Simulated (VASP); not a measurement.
Here is a VASP 6.6.1 calculation.

Contents of INCAR:

```
PREC = Accurate
ENCUT = 520
EDIFF = 1E-8
ISMEAR = -1
SIGMA = 0.08
LREAL = False
LASPH = True
NELM = 120
ALGO = Normal
ISIF = 2
LWAVE = False
LCHARG = False
LEFG = True
NBANDS = 16
GGA_COMPAT = False
```

The input KPOINTS:

```
regular mesh
0
Gamma
  13 13 13
```

POSCAR

```
NbN
1.0
    0.0000000000      2.1286650000      2.1945000000
    2.1286650000      0.0000000000      2.1945000000
    2.1286650000      2.1286650000      0.0000000000
Nb N
1 1
Direct
    0.5000000000      0.5000000000      0.5000000000
    0.0000000000      0.0000000000      0.0000000000
```

Potentials or basis: VASP PAW LDA potentials, release 64 (Nb_sv, N).

Run with:

```sh
$ cat potpaw_LDA.64/Nb_sv/POTCAR potpaw_LDA.64/N/POTCAR > POTCAR
$ mpirun -np 1 vasp_std > vasp.out
```

(1) Predict the band gap on the k mesh.

(2) Predict the pressure.

## Answers

(1) zero (bands 9 and 10 overlap by 3.57 eV).

(2) 15.4 GPa.

Caveat: the cell differs from its parent crystal (equal xx and yy strain of -3 %); the cell stands under pressure; without QUAD_EFG the Cq values of the log hold for a quadrupole moment of 1 mb, not for the nuclei.
